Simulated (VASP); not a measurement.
# SrCo2P2 (I4/mmm) in VASP: single point with LDA

Aim: the single point of SrCo2P2 with LDA.

All numbers are computed with VASP 6.6.1; they aren't measurements. Logs are shortened: lines on timing, memory, paths and dates and some standing lists are left out, and cuts for length are marked.

## (1) The cell of the first run

It takes space group I4/mmm (No. 139, tetragonal). The conventional cell has a = 3.794 Å, b = 3.794 Å, c = 11.610 Å, α = 90.00°, β = 90.00°, γ = 90.00°. Within 3.0 Å of P (site symmetry 4mm) lie 4 Co at 2.24 Å. Sr (site symmetry 4/mmm) has 10 P at 3.18 to 4.09 Å and 8 Co at 3.47 Å and 4 Sr at 3.79 Å within 4.2 Å. Within 3.0 Å of Co (site symmetry -4m2) lie 4 P at 2.24 Å and 4 Co at 2.68 Å.

## (2) Single point, LDA

File INCAR:

```
  ALGO = Normal
  EDIFF = 1E-7
  ENCUT = 520
  ISIF = 2
  ISMEAR = -1
  ISYM = 0
  LASPH = T
  LCHARG = F
  LREAL = F
  LWAVE = F
  NBANDS = 27
  NELM = 100
  PREC = Accurate
  SIGMA = 0.02
```

File KPOINTS:

```
k-points
0
Gamma
  6 6 7
```

File POSCAR:

```
SrCo2P2
1.0
   -1.8970000000      1.8970000000      5.8050000000
    1.8970000000     -1.8970000000      5.8050000000
    1.8970000000      1.8970000000     -5.8050000000
P Sr Co
2 1 2
Direct
    0.3525000000      0.3525000000      0.0000000000
    0.6475000000      0.6475000000      0.0000000000
    0.0000000000      0.0000000000      0.0000000000
    0.7500000000      0.2500000000      0.5000000000
    0.2500000000      0.7500000000      0.5000000000
```

Potentials or basis: VASP PAW LDA potentials, release 64 (P, Sr_sv, Co).

On the command line:

```bash
$ cat potpaw_LDA.64/P/POTCAR potpaw_LDA.64/Sr_sv/POTCAR potpaw_LDA.64/Co/POTCAR > POTCAR
$ mpirun -np 1 vasp_std > vasp.out
```

OUTCAR:

```text
EDIFF = 1E-7
   ENCUT = 520
   ISIF = 2
   ISMEAR = -1
   ISYM = 0
   LASPH = T
   LREAL = F
   NELM = 100
   PREC = Accurate

 ion  position               nearest neighbor table
   1  0.352  0.352  0.000-   4 2.24   5 2.24   5 2.24   4 2.24   3 3.18   3 3.18   3 3.18   3 3.18

   2  0.648  0.648  0.000-   5 2.24   4 2.24   4 2.24   5 2.24   3 3.18   3 3.18   3 3.18   3 3.18

   3  0.000  0.000  0.000-   2 3.18   2 3.18   2 3.18   1 3.18   2 3.18   1 3.18   1 3.18   1 3.18
                             5 3.47   4 3.47   5 3.47   4 3.47   4 3.47   4 3.47   5 3.47   5 3.47
   4  0.750  0.250  0.500-   1 2.24   2 2.24   1 2.24   2 2.24   5 2.68   5 2.68   5 2.68   5 2.68
                             3 3.47   3 3.47   3 3.47   3 3.47
   5  0.250  0.750  0.500-   1 2.24   2 2.24   1 2.24   2 2.24   4 2.68   4 2.68   4 2.68   4 2.68
                             3 3.47   3 3.47   3 3.47   3 3.47

IMPORTANT INFORMATION: All symmetrisations will be switched off!
NOSYMM: (Re-)initialisation of all symmetry stuff for point group C_1.

----------------------------------------------------------------------------------------

                                     Primitive cell

  volume of cell :      83.5597

  direct lattice vectors                    reciprocal lattice vectors
    -1.897000000  1.897000000  5.805000000     0.000000000  0.263574064  0.086132644
     1.897000000 -1.897000000  5.805000000     0.263574064  0.000000000  0.086132644
     1.897000000  1.897000000 -5.805000000     0.263574064  0.263574064  0.000000000

  length of vectors
     6.394938858  6.394938858  6.394938858     0.277290677  0.277290677  0.372750016

  position of ions in fractional coordinates (direct lattice)
     0.352500000  0.352500000  0.000000000
     0.647500000  0.647500000  0.000000000
     0.000000000  0.000000000  0.000000000
     0.750000000  0.250000000  0.500000000
     0.250000000  0.750000000  0.500000000

  ion indices of the primitive-cell ions
   primitive index   ion index
                 1           1
                 2           2
                 3           3
                 4           4
                 5           5

----------------------------------------------------------------------------------------

 KPOINTS: k-points

Automatic generation of k-mesh.
 Grid dimensions read from file:
 generate k-points for:    6    6    7

 Generating k-lattice:

  Cartesian coordinates                     Fractional coordinates (reciprocal lattice)
     0.000000000  0.043929011  0.014355441     0.166666667  0.000000000  0.000000000
     0.043929011  0.000000000  0.014355441     0.000000000  0.166666667  0.000000000
     0.037653438  0.037653438  0.000000000     0.000000000  0.000000000  0.142857143

  Length of vectors
     0.046215113  0.046215113  0.053250002

  Shift w.r.t. Gamma in fractional coordinates (k-lattice)
     0.000000000  0.000000000  0.000000000

 -----------------------------------------------------------------------------
|                                                                             |
|           W    W    AA    RRRRR   N    N  II  N    N   GGGG   !!!           |
|           W    W   A  A   R    R  NN   N  II  NN   N  G    G  !!!           |
|           W    W  A    A  R    R  N N  N  II  N N  N  G       !!!           |
|           W WW W  AAAAAA  RRRRR   N  N N  II  N  N N  G  GGG   !            |
|           WW  WW  A    A  R   R   N   NN  II  N   NN  G    G                |
|           W    W  A    A  R    R  N    N  II  N    N   GGGG   !!!           |
|                                                                             |
|     Your reciprocal lattice and k-lattice belong to different lattice       |
|     classes:                                                                |
|                                                                             |
|        The reciprocal lattice is body-centered tetragonal,                  |
|        whereas your k-lattice is base-centered monoclinic.                  |
|                                                                             |
|     Results are often still useful ...                                      |
|                                                                             |
 -----------------------------------------------------------------------------

 WARNING: IBZKPT: internal override: KBLOWUP is changed to .FALSE.
      ... skipping the blow-up phase ...

 Subroutine IBZKPT returns following result:
 ===========================================

 Found    128 irreducible k-points:

 Following reciprocal coordinates:
            Coordinates               Weight
  0.000000  0.000000  0.000000      1.000000
  0.166667  0.000000  0.000000      2.000000
  0.333333  0.000000 -0.000000      2.000000
  0.500000  0.000000  0.000000      1.000000
  0.000000  0.166667  0.000000      2.000000
  0.166667  0.166667  0.000000      2.000000
[... 16 lines left out ...]
  0.333333  0.000000  0.142857      2.000000
  0.500000  0.000000  0.142857      2.000000
 [... further k-points ...]
   k-points           NKPTS =    128   k-points in BZ     NKDIM =    128   number of bands    NBANDS=     27
   number of dos      NEDOS =    301   number of ions     NIONS =      5
   total plane-waves  NPLWV = 110592
   dimension x,y,z NGX =    48 NGY =   48 NGZ =   48
   dimension x,y,z NGXF=    96 NGYF=   96 NGZF=   96
   ions per type =               2   1   2
   NGX,Y,Z   is equivalent  to a cutoff of  12.48, 12.48, 12.48 a.u.
   NGXF,Y,Z  is equivalent  to a cutoff of  24.96, 24.96, 24.96 a.u.
 SYSTEM =  unknown system
   PREC   = accura    normal or accurate (medium, high low for compatibility)
   ISTART =      0    job   : 0-new  1-cont  2-samecut
   ICHARG =      2    charge: 1-file 2-atom 10-const
   ISPIN  =      1    spin polarized calculation?
   LNONCOLLINEAR =      F non collinear calculations
   LSORBIT =      F    spin-orbit coupling
   LASPH  =      T    aspherical Exc in radial PAW
   ENCUT  =  520.0 eV  38.22 Ry    6.18 a.u.  11.89 11.89 11.89*2*pi/ulx,y,z
   NELM   =    100;   NELMIN=  2; NELMDL= -5     # of ELM steps
   EDIFF  = 0.1E-06   stopping-criterion for ELM
   LREAL  =      F    real-space projection
   EDIFFG = 0.1E-05   stopping-criterion for IOM
   NSW    =      0    number of steps for IOM
   IBRION =     -1    ionic relax: 0-MD 1-quasi-New 2-CG
   NFREE  =      0    steps in history (QN), initial steepest desc. (CG)
   ISIF   =      2    stress and relaxation
   ISYM   =      0    0-nonsym 1-usesym 2-fastsym
   POTIM  = 0.5000    time-step for ionic-motion
   TEBEG  =    0.0;   TEEND  =   0.0 temperature during run
   PSTRESS=    0.0 pullay stress
   NELECT =      38.0000    total number of electrons
   NUPDOWN=      -1.0000    fix difference up-down
   EMIN   =  10.00;   EMAX   =-10.00  energy-range for DOS
   EFERMI =   0.00;   METHOD = LEGACY
   ISMEAR =    -1;   SIGMA  =   0.02  broadening in eV -4-tet -1-fermi 0-gaus
   EFERMI_NEDOS =   21; number of points for ismear=-14 and -15
   IALGO  =     38    algorithm
   IMIX   =      4    mixing-type and parameters
     AMIX     =   0.40;   BMIX     =  1.00
     AMIX_MAG =   1.60;   BMIX_MAG =  1.00
  volume/ion in A,a.u.               =      16.71       112.78
  Fermi-wavevector in a.u.,A,eV,Ry     =   1.258936  2.379045 21.564152  1.584920
  Thomas-Fermi vector in A             =   2.392521
   LORBIT       =      0    0 simple, 1 ext, 2 COOP (PROOUT), +10 PAW based schemes
   GGA     = CA    functional components
   LHFCALC =     F    Hartree Fock is set to
   AEXX    =    0.0000 exact exchange contribution
   IVDW    =     0    specifies the selected vdW correction
   LEPSILON=     F    determine dielectric tensor
   LRPA    =     F    only Hartree local field effects (RPA)
 non-spin polarized calculation
  energy-cutoff  :      520.00
  volume of cell :       83.56
 maximum number of plane-waves:      2266
   NGX = 23   NGY = 23   NGZ = 23

 number of electron      38.0000004 magnetization

 Free energy of the ion-electron system (eV)
  ---------------------------------------------------
  ext. energy  EPLUGINS =         0.00000000
  ---------------------------------------------------
  free energy    TOTEN  =       -34.84965384 eV

  energy without entropy =      -34.83941676  energy(sigma->0) =      -34.84453530

 E-fermi :   6.9827     XC(G=0): -11.1852

 val. band max:        6.9811128366   @ k =  -0.3333  -0.0000   0.2857
 cond. band min:       6.9842220758   @ k =   0.5000   0.5000   0.0000
 fundamental gap:      0.0031092392
 Fermi energy:         6.9827367248

 k-point     1 :       0.0000    0.0000    0.0000
  band No.  band energies     occupation
      1     -28.1274      2.00000
      2     -10.3428      2.00000
      3     -10.1752      2.00000
      4     -10.1745      2.00000
      5      -5.5638      2.00000
      6      -3.3340      2.00000
[... 19 lines left out ...]
     26      11.6045      0.00000
     27      11.7392      0.00000

 k-point     2 :       0.1667    0.0000    0.0000
  band No.  band energies     occupation
      1     -28.1209      2.00000
      2     -10.3231      2.00000
      3     -10.2954      2.00000
      4     -10.1639      2.00000
      5      -5.2962      2.00000
      6      -3.4029      2.00000
[... 19 lines left out ...]
     26      11.8747      0.00000
     27      12.4412      0.00000

 k-point     3 :       0.3333    0.0000   -0.0000
  band No.  band energies     occupation
      1     -28.1079      2.00000
      2     -10.5213      2.00000
      3     -10.2805      2.00000
      4     -10.1417      2.00000
      5      -4.6490      2.00000
      6      -3.6003      2.00000
[... 594 lines left out ...]
      1     -28.0968      2.00000
      2     -10.6036      2.00000
      3     -10.2466      2.00000
      4     -10.2054      2.00000
      5      -4.0089      2.00000
      6      -3.8193      2.00000
[... 19 lines left out ...]
     26      11.8135      0.00000
     27      12.1687      0.00000

 k-point    24 :       0.5000    0.0000    0.1429
  band No.  band energies     occupation
      1     -28.1015      2.00000
      2     -10.5283      2.00000
      3     -10.2651      2.00000
      4     -10.2158      2.00000
      5      -4.4025      2.00000
      6      -3.6148      2.00000
[... 19 lines left out ...]
     26      11.8622      0.00000
     27      12.1643      0.00000

 [... further k-points ...]
[... 5 lines left out ...]
  --------------------------------------------------------------------------------------
  -------------------------------------------------------------------------------------
  Total       -5.9262770     -5.9262785     -4.3152784     -0.0642264      0.0196202      0.0196224
  in kB     -113.6306915   -113.6307211    -82.7413342     -1.2314793      0.3761989      0.3762415
  external PRESSURE =    -103.3342489 kB  Pullay stress =       0.0000000 kB

 VOLUME and BASIS-vectors are now :
 -----------------------------------------------------------------------------
  energy-cutoff  :      520.00
  volume of cell :       83.56
      direct lattice vectors                 reciprocal lattice vectors
    -1.897000000  1.897000000  5.805000000     0.000000000  0.263574064  0.086132644
     1.897000000 -1.897000000  5.805000000     0.263574064  0.000000000  0.086132644
     1.897000000  1.897000000 -5.805000000     0.263574064  0.263574064  0.000000000

 POSITION                                       TOTAL-FORCE (eV/Angst)
 -----------------------------------------------------------------------------------
      0.00000      0.00000      4.09252        -0.007136     -0.007136     -0.951268
      0.00000      0.00000      7.51748         0.007136      0.007136      0.951268
      0.00000      0.00000      0.00000        -0.000000     -0.000000     -0.000000
      0.00000      1.89700      2.90250        -0.004439      0.004438      0.000001
      1.89700      0.00000      2.90250         0.004438     -0.004439      0.000000
 -----------------------------------------------------------------------------------
    total drift:                               -0.000000      0.000000      0.000000

  FREE ENERGIE OF THE ION-ELECTRON SYSTEM (eV)
  ---------------------------------------------------
  free  energy   TOTEN  =       -34.8496538397 eV

  energy  without entropy=      -34.8394167592  energy(sigma->0) =      -34.84453530
```

It took 9.6 min on 1 thread of Intel Xeon Platinum 8375C at 2.90GHz (Ice Lake), shared host; peak memory 0.47 GiB.

What came out:

```yaml
Free_energy: -34.8497 eV
Pressure: -10.3 GPa
Largest_force: 0.951 eV/Å
Band_gap_on_the_k_mesh: zero (band 19 reaches 7.46 eV, above the bottom of band 20 at 5.79 eV)
```

Forces on the atoms (eV/Å):
```
P   -0.007 -0.007 -0.951
P    0.007  0.007  0.951
Sr   0.000  0.000  0.000
Co  -0.004  0.004  0.000
Co   0.004 -0.004  0.000
```
